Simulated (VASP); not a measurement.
Set up this calculation in VASP 6.6.1, as the native input.

* Task: single point
* Functional: PBE
* Dispersion: D3(BJ)
* Potentials or basis: VASP PAW PBE potentials, release 64 (Na_pv, C, N, H)
* Cutoff: 520 eV
* k mesh: 3 × 3 × 1
* Occupations: gaussian, width 0.1 eV
* Spin: no spin polarisation
* Dipole correction: yes
* Further INCAR settings: LREAL = Auto; ALGO = Normal; EDIFF = 1e-07; NBANDS = 64

The structure of Na12H5CN lies in POSCAR:

```
Na12H5CN
1.0
    7.0632143068      0.0000000000      0.0000000000
   -2.3544047689      6.6592623111      0.0000000000
    0.0000000000      0.0000000000     25.9815903319
Na C N H
12 1 1 5
Direct
    0.2500000000      0.2500000000      0.3079103279
    0.2500000000      0.7500000000      0.3079103279
    0.7500000000      0.2500000000      0.3079103279
    0.7500000000      0.7500000000      0.3079103279
    0.5048977135      0.4942336980      0.4189756619
    0.4989038125     -0.0071649778      0.4222747229
    0.0061750287      0.5001659701      0.4230644954
    0.0008642339      0.0001877674      0.4182825327
    0.7603503945      0.7440145203      0.5290410206
    0.7483835263      0.2390557173      0.5354725264
    0.2642266746      0.7487226409      0.5398079889
    0.2506507733      0.2436774092      0.5297889035
    1.3587479814      0.6985266687      0.6667541200
    1.1928923790      0.7007272965      0.6325622543
    1.4822618833      0.8420992451      0.6630862562
    1.4165803412      0.5796758145      0.6539966505
    1.3168565676      0.6736554850      0.7077081369
    1.1349033347      0.8089800909      0.6440489507
    1.0765025923      0.5671780683      0.6350709909
```

One way to write it, as run:

INCAR

```
ALGO = Normal
DIPOL = 0.5 0.5 0.508
EDIFF = 1E-7
ENCUT = 520
GGA = PE
IDIPOL = 3
ISIF = 2
ISMEAR = 0
IVDW = 12
LASPH = True
LCHARG = False
LDIPOL = True
LREAL = Auto
LWAVE = False
NBANDS = 64
NELM = 100
PREC = Accurate
SIGMA = 0.1
```

KPOINTS

```
k-points
0
Gamma
  3 3 1
```

Potentials or basis: VASP PAW PBE potentials, release 64 (Na_pv, C, N, H).

Command:

```sh
$ cat potpaw_PBE.64/Na_pv/POTCAR potpaw_PBE.64/C/POTCAR potpaw_PBE.64/N/POTCAR potpaw_PBE.64/H/POTCAR > POTCAR
$ mpirun -np 1 vasp_std > vasp.out
```

Results of the run:

```
Largest force              : 0.077 eV/Å
Band gap on the k mesh     : zero (bands 49 and 50 overlap by 0.43 eV)
Dispersion energy per atom : -0.087 eV
```

Run time: 19 min on 1 thread of Intel(R) Xeon(R) Platinum 8259CL CPU @ 2.50GHz (Skylake/Cascade Lake), on a shared host, peak memory 1.2 GiB.
